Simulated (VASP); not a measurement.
A run of VASP 6.6.1 is set up as follows.

File INCAR:

```
ALGO = Normal
EDIFF = 1E-6
ENCUT = 520
GGA = PE
ISIF = 2
ISMEAR = -1
LASPH = T
LCHARG = F
LREAL = F
LWAVE = F
NBANDS = 16
NELM = 100
PREC = Accurate
SIGMA = 0.02
```

Contents of KPOINTS:

```
k-points
0
Gamma
  8 8 8
```

The input POSCAR:

```
CuI
1.0
    0.0000000000      3.1325102793      2.8467618246
    3.1325102793      0.0000000000      2.8467618246
    3.1325102793      3.1325102793      0.0000000000
Cu I
1 1
Direct
    0.0000000000      0.0000000000      0.0000000000
    0.2500000000      0.2500000000      0.2500000000
```

Potentials or basis: VASP PAW PBE potentials, release 64 (Cu, I).

The run is started by

```bash
$ cat potpaw_PBE.64/Cu/POTCAR potpaw_PBE.64/I/POTCAR > POTCAR
$ mpirun -np 1 vasp_std > vasp.out
```

Question: Estimate the band gap on the k mesh.

Answer: 1.06 eV.

Question: Predict the pressure.

Answer: 0.1 GPa.

Stress tensor (GPa, compression positive):
```
-0.40  0.00  0.00
 0.00 -0.40  0.00
 0.00  0.00  1.05
```

Caveat: the cell differs from its parent crystal (epitaxial xy strain +4.0%); spin-orbit coupling is left out, which moves the levels of the heavy elements.
